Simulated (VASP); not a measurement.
# Pd (Fm-3m) in VASP: a series of runs, part 3 of 3

VASP 6.6.1. The steps go on from the part before.

## 5. Single point, r2SCAN+D4

This run uses another cell than the first one, of 14.46 Å³/atom.

Input file POSCAR:

```
Pd
1.0
    0.0000000000      1.9334358480      1.9334358480
    1.9334358480      0.0000000000      1.9334358480
    1.9334358480      1.9334358480      0.0000000000
Pd
1
Direct
    0.0000000000      0.0000000000      0.0000000000
```

Input file INCAR.step1:

```
SYSTEM = Pd
PREC     = Accurate       ! precision mode
ENCUT    = 690            ! plane-wave cutoff, eV
ISMEAR   = -1             ! smearing method
SIGMA    = 0.05           ! smearing width, eV
LREAL    = .False.        ! projectors in reciprocal space
LASPH    = .True.         ! aspherical terms in the spheres
NELM     = 120            ! most SCF steps
NBANDS   = 15             ! bands
GGA      = PE             ! functional
ALGO     = Normal         ! electronic algorithm
EDIFF    = 1E-5           ! SCF threshold, eV
LWAVE    = .True.         ! write WAVECAR
LCHARG   = .False.        ! write CHGCAR
GGA_COMPAT= .False.
```

Input file INCAR.step2:

```
SYSTEM = Pd
PREC     = Accurate       ! precision mode
ENCUT    = 690            ! plane-wave cutoff, eV
EDIFF    = 1E-6           ! SCF threshold, eV
ISMEAR   = -1             ! smearing method
SIGMA    = 0.05           ! smearing width, eV
LREAL    = .False.        ! projectors in reciprocal space
LASPH    = .True.         ! aspherical terms in the spheres
NELM     = 120            ! most SCF steps
ALGO     = Normal         ! electronic algorithm
ISIF     = 2              ! what is computed and relaxed
LWAVE    = .False.        ! write WAVECAR
LCHARG   = .True.         ! write CHGCAR
METAGGA  = R2SCAN         ! meta-GGA
LMIXTAU  = .True.       
IVDW     = 13             ! dispersion correction
VDW_S6   = 1.0          
VDW_S8   = 0.6018749    
VDW_A1   = 0.51559235   
VDW_A2   = 5.77342911   
LELF     = .True.         ! ELF
LVHAR    = .True.       
NBANDS   = 15             ! bands
ISTART   = 1            
GGA_COMPAT= .False.
```

Input file KPOINTS:

```
Automatic mesh
0
Gamma
  12 12 12
  0 0 0
```

Potentials or basis: VASP PAW PBE potentials, release 64 (Pd_sv_GW).

Run with:

```sh
> cat potpaw_PBE.64/Pd_sv_GW/POTCAR > POTCAR
> cp INCAR.step1 INCAR
> mpirun -np 1 vasp_std > vasp.out
> cp INCAR.step2 INCAR
> mpirun -np 1 vasp_std > vasp.out
```

OUTCAR:

```text
SYSTEM = Pd
   PREC = Accurate
   ENCUT = 690
   EDIFF = 1E-6
   ISMEAR = -1
   LREAL = .False.
   LASPH = .True.
   NELM = 120
   ISIF = 2
   METAGGA = R2SCAN
   IVDW = 13
   ISTART = 1

 ion  position               nearest neighbor table
   1  0.000  0.000  0.000-

  LATTYP: Found a face centered cubic cell.
 ALAT       =     3.8668716960

  Lattice vectors:

 A1 = (   0.0000000000,   1.9334358480,   1.9334358480)
 A2 = (   1.9334358480,   0.0000000000,   1.9334358480)
 A3 = (   1.9334358480,   1.9334358480,   0.0000000000)

Analysis of symmetry for initial positions (statically):
=====================================================================
 Subroutine PRICEL returns:
 Original cell was already a primitive cell.

 Routine SETGRP: Setting up the symmetry group for a
 face centered cubic supercell.

 Subroutine GETGRP returns: Found 48 space group operations
 (whereof 48 operations were pure point group operations)
 out of a pool of 48 trial point group operations.

The static configuration has the point symmetry O_h .

Analysis of symmetry for dynamics (positions and initial velocities):
=====================================================================
[... 170 lines left out ...]
      7       5.5575      2.00000
      8       5.5575      2.00000
      9       7.2153      2.00000
     10       7.2153      2.00000
     11      26.3439      0.00000
     12      31.3903      0.00000
     13      31.3903      0.00000
     14      31.3903      0.00000
[... 401 lines left out ...]
      2     -43.0303      2.00000
      3     -42.7578      2.00000
      4     -42.6912      2.00000
      5       3.6424      2.00000
      6       5.0390      2.00000
      7       6.0474      2.00000
      8       6.5758      2.00000
      9       8.2887      1.98731
     10      12.5459      0.00000
     11      16.7612      0.00000
     12      25.2671      0.00000
     13      28.3524      0.00000
     14      29.5379      0.00000
     15      37.5754      0.00000

 [... further k-points ...]

------------------------ aborting loop because EDIFF is reached ----------------------------------------

  DFT-D4 for vdW energy calculation

  Edisp (eV):   -0.17188

  FORCE on cell =-STRESS in cart. coord.  units (eV):
  Direction    XX          YY          ZZ          XY          YZ          ZX
  --------------------------------------------------------------------------------------
  -------------------------------------------------------------------------------------
  Total       0.42806     0.42806     0.42806     0.00000     0.00000     0.00000
  in kB      47.44602    47.44602    47.44602     0.00000     0.00000     0.00000
  external pressure =       47.45 kB  Pullay stress =        0.00 kB

 VOLUME and BASIS-vectors are now :
 -----------------------------------------------------------------------------
  energy-cutoff  :      690.00
  volume of cell :       14.46
      direct lattice vectors                 reciprocal lattice vectors
     0.000000000  1.933435848  1.933435848    -0.258606977  0.258606977  0.258606977
     1.933435848  0.000000000  1.933435848     0.258606977 -0.258606977  0.258606977
     1.933435848  1.933435848  0.000000000     0.258606977  0.258606977 -0.258606977

 POSITION                                       TOTAL-FORCE (eV/Angst)
 -----------------------------------------------------------------------------------
      0.00000      0.00000      0.00000        -0.000000     -0.000000     -0.000000
 -----------------------------------------------------------------------------------
    total drift:                                0.000000      0.000000     -0.000000

  FREE ENERGIE OF THE ION-ELECTRON SYSTEM (eV)
  ---------------------------------------------------
  free  energy   TOTEN  =       -21.6510729897 eV

  energy  without entropy=      -21.6330542114  energy(sigma->0) =      -21.64206360
```

OUTCAR.step1:

```text
SYSTEM = Pd
   PREC = Accurate
   ENCUT = 690
   ISMEAR = -1
   LREAL = .False.
   LASPH = .True.
[... 648 lines left out ...]
 -----------------------------------------------------------------------------------
      0.00000      0.00000      0.00000         0.000000      0.000000      0.000000
 -----------------------------------------------------------------------------------
    total drift:                               -0.000000      0.000000      0.000000

  FREE ENERGIE OF THE ION-ELECTRON SYSTEM (eV)
  ---------------------------------------------------
  free  energy   TOTEN  =        -3.7510821140 eV

  energy  without entropy=       -3.7319778635  energy(sigma->0) =       -3.74152999
```

OSZICAR.step1:

```text
N       E                     dE             d eps       ncg     rms          rms(c)
DAV:   1     0.342370094397E+03    0.34237E+03   -0.12682E+04  2227   0.201E+03
DAV:   2     0.169276487674E+02   -0.32544E+03   -0.29690E+03  2160   0.666E+02
DAV:   3    -0.409469835092E+01   -0.21022E+02   -0.20631E+02  3291   0.184E+02
DAV:   4    -0.461560333308E+01   -0.52090E+00   -0.52085E+00  2411   0.297E+01
DAV:   5    -0.464727267204E+01   -0.31669E-01   -0.31669E-01  3722   0.727E+00    0.394E+01
DAV:   6    -0.377816617752E+01    0.86911E+00   -0.20820E+00  3359   0.372E+01    0.147E+01
DAV:   7    -0.375564409520E+01    0.22522E-01   -0.62013E-02  3418   0.591E+00    0.734E+00
DAV:   8    -0.375113880293E+01    0.45053E-02   -0.84095E-03  2954   0.200E+00    0.174E-01
DAV:   9    -0.375107618558E+01    0.62617E-04   -0.24799E-04  2700   0.264E-01    0.977E-02
DAV:  10    -0.375108211396E+01   -0.59284E-05   -0.20456E-05  2567   0.842E-02
   1 F= -.37510821E+01 E0= -.37415300E+01  d E =-.191043E-01
```

Run time: 70 s. Hardware: 1 thread of Intel Xeon Platinum 8259CL at 2.50GHz (Skylake/Cascade Lake), shared host; peak memory 0.17 GiB.

What came out:

```
Free energy                : -21.6511 eV
Pressure                   : 4.7 GPa
Band gap on the k mesh     : zero (bands 9 and 10 overlap by 1.73 eV)
Dispersion energy per atom : -0.172 eV
```

Levels at points of the mesh, in eV from the Fermi level:
```tsv
k point	band 6	band 7	band 8	band 9	band 10	band 11	band 12	band 13
(0.00, 0.00, 0.00)	-2.98	-2.98	-2.98	-1.33	-1.33	17.80	22.85	22.85
(0.50, 0.00, 0.00)	-3.06	-3.06	-0.02	-0.02	1.33	7.94	17.26	22.14
(0.50, 0.50, 0.00)	-5.39	-0.08	0.34	0.34	3.74	11.59	14.05	14.05
```

Caveat: the cell stands under pressure; the PAW data sets were made with another functional, which shifts forces and pressure a little.

## 6. Overview

```tsv
level	cell	cutoff (eV)	gap on the mesh (eV)	pressure (GPa)
r2SCAN+rVV10	a = 2.750 Å, angles 60.0°, 1 atom	690	none	0.3
BLYP+D3(BJ)	a = 2.716 Å, angles 60.0°, 1 atom	630	none	9.7
BLYP+D4	a = 2.807 Å, angles 60.0°, 1 atom	630	none	-2.4
r2SCAN+D4	a = 2.734 Å, angles 60.0°, 1 atom	690	none	4.7
```

Alike in all rows: task single point; potentials or basis VASP PAW PBE potentials, release 64 (Pd_sv_GW); no spin polarisation; k mesh 12 × 12 × 12; smearing fermi-dirac 0.05 eV.

Caveats: the PAW data sets were made with another functional, which shifts forces and pressure a little; the cell stands under pressure (at least some runs); the dispersion term is far too large for a dense solid, which distorts pressure and volume (at least some runs).

Total energies depend on the potentials used, so only differences within one code and one set of settings carry meaning.
